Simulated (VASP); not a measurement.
# In3GaSb2N2 (Pm) in VASP: relaxation of cell and atoms with PBE

Aim: the relaxation of cell and atoms of In3GaSb2N2 with PBE.

Everything below comes from runs of VASP 6.6.1. Logs are shortened: lines on timing, memory, paths and dates and some standing lists are left out, and cuts for length are marked.

### 1 The cell of the first run

Symmetry: Pm, No. 6, monoclinic system. The conventional cell has a = 5.857 Å, b = 3.404 Å, c = 8.509 Å, α = 90.00°, β = 91.75°, γ = 90.00°. Within 3.0 Å of In (site symmetry m) lie 3 N at 2.18 to 2.22 Å and 1 Sb at 2.90 Å. In (site symmetry m) has 1 N at 2.35 Å and 4 Sb at 2.83 to 3.19 Å within 3.2 Å. In (site symmetry m) has 1 N at 2.25 Å and 4 Sb at 2.80 to 3.06 Å within 3.1 Å. Ga (site symmetry m) has 3 N at 1.96 to 2.02 Å within 2.6 Å. Sb (site symmetry m) has 5 In at 2.83 to 3.07 Å and 2 Sb at 3.40 Å within 3.7 Å. Sb (site symmetry m) has 1 Ga at 2.74 Å and 4 In at 2.80 to 3.19 Å and 2 Sb at 3.40 Å and 1 N at 3.66 Å within 3.7 Å. Within 2.6 Å of N (site symmetry m) lie 1 Ga at 1.96 Å and 3 In at 2.18 to 2.25 Å. Within 2.7 Å of N (site symmetry m) lie 2 Ga at 2.02 Å and 2 In at 2.22 to 2.35 Å.

### 2 Relaxation of cell and atoms, PBE

Contents of INCAR:

```
  PREC = Accurate
  ENCUT = 520
  EDIFF = 1E-6
  ISMEAR = 0
  SIGMA = 0.1
  LREAL = False
  LASPH = True
  NELM = 120
  ALGO = Normal
  ISIF = 3
  LWAVE = False
  LCHARG = False
  GGA = PE
  IBRION = 2
  NSW = 90
  EDIFFG = -0.01
  KPAR = 8
```

Contents of KPOINTS:

```
Automatic mesh
0
Gamma
  6 10 4
```

Contents of POSCAR:

```
In3GaSb2N2
1.0
    5.8569774600      0.0000000000      0.0000000000
    0.0000000000      3.4040000000      0.0000000000
   -0.2604135000      0.0000000000      8.5046618900
In Ga Sb N
3 1 2 2
Direct
    0.5319526400      0.5000000000      0.8772824300
    0.9246107700      0.5000000000      0.5859113000
    0.4276019700      0.0000000000      0.2479729000
    0.0317486200      0.0000000000      0.9611421100
    0.4021967500      0.5000000000      0.5453731800
    0.9064527800      0.0000000000      0.2684521000
    0.3663800400      0.0000000000      0.9859194500
    0.9090595800      0.5000000000      0.8614562000
```

Potentials or basis: VASP PAW PBE potentials, release 64 (In_d, Ga_d, Sb, N).

Started as:

```sh
$ cat potpaw_PBE.64/In_d/POTCAR potpaw_PBE.64/Ga_d/POTCAR potpaw_PBE.64/Sb/POTCAR potpaw_PBE.64/N/POTCAR > POTCAR
$ mpirun -np 8 vasp_std > vasp.out
```

OUTCAR:

```text
PREC = Accurate
   ENCUT = 520
   EDIFF = 1E-6
   ISMEAR = 0
   LREAL = False
   LASPH = True
   NELM = 120
   ISIF = 3
   GGA = PE
   IBRION = 2
   NSW = 90
   EDIFFG = -0.01

 ion  position               nearest neighbor table
   1  0.532  0.500  0.877-   7 2.18   7 2.18   8 2.22   5 2.90   2 3.43   4 3.44   4 3.44   3 3.65
                             3 3.65
   2  0.925  0.500  0.586-   8 2.35   5 2.83   5 3.07   6 3.19   6 3.19   1 3.43
   3  0.428  0.000  0.248-   7 2.25   6 2.80   5 3.06   5 3.06   6 3.06   4 3.31   1 3.65   1 3.65

   4  0.032  0.000  0.961-   7 1.96   8 2.02   8 2.02   6 2.74   3 3.31   1 3.44   1 3.44
   5  0.402  0.500  0.545-   2 2.83   1 2.90   3 3.06   3 3.06   2 3.07
   6  0.906  0.000  0.268-   4 2.74   3 2.80   3 3.06   2 3.19   2 3.19
   7  0.366  0.000  0.986-   4 1.96   1 2.18   1 2.18   3 2.25
   8  0.909  0.500  0.861-   4 2.02   4 2.02   1 2.22   2 2.35

  LATTYP: Found a simple monoclinic cell.
 ALAT       =     5.8569774600
 B/A-ratio  =     0.5811871436
 C/A-ratio  =     1.4527370058
 COS(beta)  =    -0.0306057441

  Lattice vectors:

 A1 = (   5.8569774600,   0.0000000000,   0.0000000000)
 A2 = (   0.0000000000,   3.4040000000,   0.0000000000)
 A3 = (  -0.2604135000,   0.0000000000,   8.5046618900)

Analysis of symmetry for initial positions (statically):
=====================================================================
 Subroutine PRICEL returns:
 Original cell was already a primitive cell.

 Routine SETGRP: Setting up the symmetry group for a
 simple monoclinic supercell.

 Subroutine GETGRP returns: Found  2 space group operations
 (whereof  2 operations were pure point group operations)
 out of a pool of  4 trial point group operations.

The static configuration has the point symmetry C_1h.

Analysis of symmetry for dynamics (positions and initial velocities):
=====================================================================
 Subroutine PRICEL returns:
 Original cell was already a primitive cell.

 Routine SETGRP: Setting up the symmetry group for a
 simple monoclinic supercell.

 Subroutine GETGRP returns: Found  2 space group operations
 (whereof  2 operations were pure point group operations)
 out of a pool of  4 trial point group operations.

The dynamic configuration has the point symmetry C_1h.

 Subroutine INISYM returns: Found  2 space group operations
 (whereof  2 operations are pure point group operations),
 and found     1 'primitive' translations

----------------------------------------------------------------------------------------

[... 122 lines left out ...]
   IMIX   =      4    mixing-type and parameters
     AMIX     =   0.40;   BMIX     =  1.00
     AMIX_MAG =   1.60;   BMIX_MAG =  1.00
  volume/ion in A,a.u.               =      21.19       143.03
  Fermi-wavevector in a.u.,A,eV,Ry     =   1.230492  2.325294 20.600739  1.514112
  Thomas-Fermi vector in A             =   2.365339
   LORBIT       =      0    0 simple, 1 ext, 2 COOP (PROOUT), +10 PAW based schemes
   GGA     = PE    functional components
   LHFCALC =     F    Hartree Fock is set to
   AEXX    =    0.0000 exact exchange contribution
   IVDW    =     0    specifies the selected vdW correction
   LEPSILON=     F    determine dielectric tensor
   LRPA    =     F    only Hartree local field effects (RPA)
 conjugate gradient relaxation of ions
 non-spin polarized calculation
 Gauss-broadening in eV      SIGMA  =   0.10
  energy-cutoff  :      520.00
  volume of cell :      169.56
 maximum number of plane-waves:      4594
 NGX is ok and might be reduce to    48
   NGX = 21   NGY = 13   NGZ = 31

--------------------------------------- Ionic step        1  -------------------------------------------

 number of electron      71.9999982 magnetization

 Free energy of the ion-electron system (eV)
  ---------------------------------------------------
  ext. energy  EPLUGINS =         0.00000000
  ---------------------------------------------------
  free energy    TOTEN  =       -34.54757712 eV

  energy without entropy =      -34.53667916  energy(sigma->0) =      -34.54212814

------------------------ aborting loop because EDIFF is reached ----------------------------------------

  FORCE on cell =-STRESS in cart. coord.  units (eV):
  Direction    XX          YY          ZZ          XY          YZ          ZX
  --------------------------------------------------------------------------------------
  -------------------------------------------------------------------------------------
  Total        2.9937344     -1.2090990      2.5965231      0.0000000      0.0000000     -0.0450955
  in kB       28.2880943    -11.4248968     24.5348050      0.0000000      0.0000000     -0.4261118
  external PRESSURE =      13.7993342 kB  Pullay stress =       0.0000000 kB
[... 107 lines left out ...]
  FREE ENERGIE OF THE ION-ELECTRON SYSTEM (eV)
  ---------------------------------------------------
  free  energy   TOTEN  =       -34.6702246830 eV

  energy  without entropy=      -34.6559530027  energy(sigma->0) =      -34.66308884

 E-fermi :   6.4796     XC(G=0): -10.0177

 val. band max:        6.4699927716   @ k =   0.0000   0.4000   0.0000
 cond. band min:       6.4817115636   @ k =   0.0000   0.2000   0.2500
 fundamental gap:      0.0117187920
 Fermi energy:         6.4795653156

 k-point     1 :       0.0000    0.0000    0.0000
  band No.  band energies     occupation
      1      -9.3232      2.00000
      2      -9.1204      2.00000
      3      -8.3202      2.00000
      4      -8.2145      2.00000
      5      -8.0920      2.00000
      6      -8.0174      2.00000
[... 1093 lines left out ...]
     42      10.1004      0.00000
     43      10.2906      0.00000

 [... further k-points ...]

[... ionic steps 4 to 81 ...]

--------------------------------------- Ionic step       82  -------------------------------------------

 number of electron      71.9999987 magnetization

------------------------ aborting loop because EDIFF is reached ----------------------------------------
[... 79 lines left out ...]
--------------------------------------- Ionic step       84  -------------------------------------------

 number of electron      71.9999986 magnetization

 Free energy of the ion-electron system (eV)
  ---------------------------------------------------
  ext. energy  EPLUGINS =         0.00000000
  ---------------------------------------------------
  free energy    TOTEN  =       -34.83624881 eV

  energy without entropy =      -34.82465441  energy(sigma->0) =      -34.83045161

 E-fermi :   6.0884     XC(G=0):  -9.8885

 val. band max:        6.0796153244   @ k =   0.3333   0.5000   0.2500
 cond. band min:       6.0904951728   @ k =  -0.1667   0.3000   0.2500
 fundamental gap:      0.0108798484
 Fermi energy:         6.0884017876

 k-point     1 :       0.0000    0.0000    0.0000
  band No.  band energies     occupation
      1      -9.5444      2.00000
      2      -9.4042      2.00000
      3      -8.5805      2.00000
      4      -8.5281      2.00000
      5      -8.3159      2.00000
      6      -8.2618      2.00000
[... 1130 lines left out ...]
  FREE ENERGIE OF THE ION-ELECTRON SYSTEM (eV)
  ---------------------------------------------------
  free  energy   TOTEN  =       -34.8362488061 eV

  energy  without entropy=      -34.8246544056  energy(sigma->0) =      -34.83045161

 reached required accuracy - stopping structural energy minimisation
```

OSZICAR:

```text
N       E                     dE             d eps       ncg     rms          rms(c)
DAV:   1     0.740700167038E+03    0.74070E+03   -0.31894E+04  7235   0.215E+03
[... 673 lines left out ...]
DAV:   2    -0.348361509415E+02   -0.18908E-03   -0.23040E-03 10579   0.387E-01    0.306E-02
DAV:   3    -0.348361434262E+02    0.75153E-05   -0.50983E-05 11363   0.562E-02    0.237E-02
DAV:   4    -0.348361372130E+02    0.62132E-05   -0.14552E-05 10489   0.392E-02    0.712E-03
DAV:   5    -0.348361368438E+02    0.36919E-06   -0.62184E-06  8251   0.230E-02
  75 F= -.34836137E+02 E0= -.34830289E+02  d E =-.654648E-04
       N       E                     dE             d eps       ncg     rms          rms(c)
DAV:   1    -0.348361261776E+02    0.11035E-04   -0.52880E-03  7460   0.365E-01    0.216E-02
DAV:   2    -0.348361406217E+02   -0.14444E-04   -0.17486E-04 10508   0.106E-01    0
```

Wall time 88 min (8 MPI ranks of Intel Xeon Platinum 8488C (Sapphire Rapids), shared host); peak memory 0.76 GiB.

What came out:

- Free energy: -34.8362 eV
- Relaxed volume: 22.47 Å³/atom
- Relaxed cell: a = 5.864 Å, b = 3.238 Å, c = 9.468 Å, α = 90.00°, β = 91.14°, γ = 90.00°
- Space group after relaxing (to 0.1 Å): Pm (No. 6)
- Energy gained by relaxing: 36.1 meV/atom
- Ionic steps: 84
- Pressure after relaxing: 0.0 GPa
- Largest force after relaxing: 0.010 eV/Å
- Band gap on the k mesh: zero (bands 36 and 37 overlap by 2.29 eV)

Forces on the atoms (eV/Å):
```
In   0.004  0.000 -0.002
In   0.000  0.000  0.010
In   0.002  0.000  0.000
Ga  -0.002  0.000  0.000
Sb   0.000  0.000 -0.004
Sb  -0.002  0.000  0.001
N    0.003  0.000 -0.001
N   -0.004  0.000 -0.003
```

The path:
```
step  energy change (eV)  largest force (eV/Å)  pressure (GPa)  volume (Å³)
   1              0.0000                0.7174            1.38       169.56
   4             -0.1958                0.3278           -0.18       173.25
   7             -0.2329                0.2104           -0.39       174.85
  10             -0.2501                0.0957            0.23       173.91
  13             -0.2520                0.0882           -0.09       174.73
  16             -0.2552                0.0648            0.14       174.56
  19             -0.2594                0.1006           -0.05       175.68
  22             -0.2610                0.1338           -0.25       176.64
  25             -0.2658                0.1368           -0.37       177.94
  28             -0.2708                0.1080            0.13       177.01
  31             -0.2746                0.0917           -0.03       177.50
  34             -0.2758                0.0828           -0.13       177.82
  37             -0.2797                0.0578            0.08       177.52
  40             -0.2805                0.0555           -0.01       177.81
  43             -0.2809                0.0726            0.01       177.79
  46             -0.2829                0.0759            0.07       177.83
  49             -0.2846                0.0657            0.00       178.18
  52             -0.2856                0.0448           -0.05       178.58
  55             -0.2864                0.0451            0.02       178.72
  58             -0.2873                0.0455            0.00       179.33
  61             -0.2877                0.0353            0.03       179.47
  64             -0.2880                0.0291            0.03       179.48
  67             -0.2884                0.0139           -0.01       179.63
  70             -0.2885                0.0105            0.01       179.61
  73             -0.2885                0.0126           -0.01       179.67
  76             -0.2886                0.0206            0.01       179.68
  79             -0.2886                0.0153           -0.02       179.76
  82             -0.2886                0.0135           -0.02       179.75
  84             -0.2887                0.0096            0.01       179.74
```

Final structure:
```
In Ga Sb N
1.0
     5.86418    0.00000    0.02281
     0.00000    3.23793    0.00000
    -0.22539    0.00000    9.46521
In Ga Sb N
3 1 2 2
Direct
  0.51014 0.50000 0.86627
  0.94637 0.50000 0.63562
  0.42593 0.00000 0.20563
  0.01401 0.00000 0.96303
  0.43958 0.50000 0.55974
  0.92429 0.00000 0.25462
  0.35041 0.00000 0.97497
  0.88927 0.50000 0.87363
```

Levels at points of the mesh, in eV from the Fermi level:
```csv
k point,band 32,band 33,band 34,band 35,band 36,band 37,band 38,band 39,band 40,band 41
"(0.00, 0.00, 0.00)",-2.19,-2.03,-1.38,-0.94,-0.79,1.82,3.68,3.72,3.88,3.90
"(0.50, 0.00, 0.00)",-1.96,-1.90,-1.07,1.19,1.36,1.83,2.02,3.16,3.39,3.76
"(0.00, 0.50, 0.00)",-3.16,-1.32,-1.23,-1.15,-0.97,-0.24,-0.17,0.77,0.92,3.26
"(0.50, 0.50, 0.00)",-2.64,-1.66,-1.57,-1.50,-1.48,0.28,0.33,2.21,2.63,3.70
"(0.00, 0.00, 0.50)",-2.19,-1.78,-0.79,-0.74,-0.47,1.28,2.35,3.33,3.83,4.41
"(0.50, 0.00, 0.50)",-1.16,-1.07,-0.89,1.09,1.38,1.60,1.77,2.68,2.77,4.25
"(0.00, 0.50, 0.50)",-3.20,-1.31,-1.24,-0.96,-0.79,-0.45,-0.25,0.38,0.44,3.46
"(0.50, 0.50, 0.50)",-2.52,-1.99,-1.94,-1.22,-0.97,-0.60,-0.46,2.92,3.14,3.57
```

Caveat: spin-orbit coupling is left out, which moves the levels of the heavy elements.
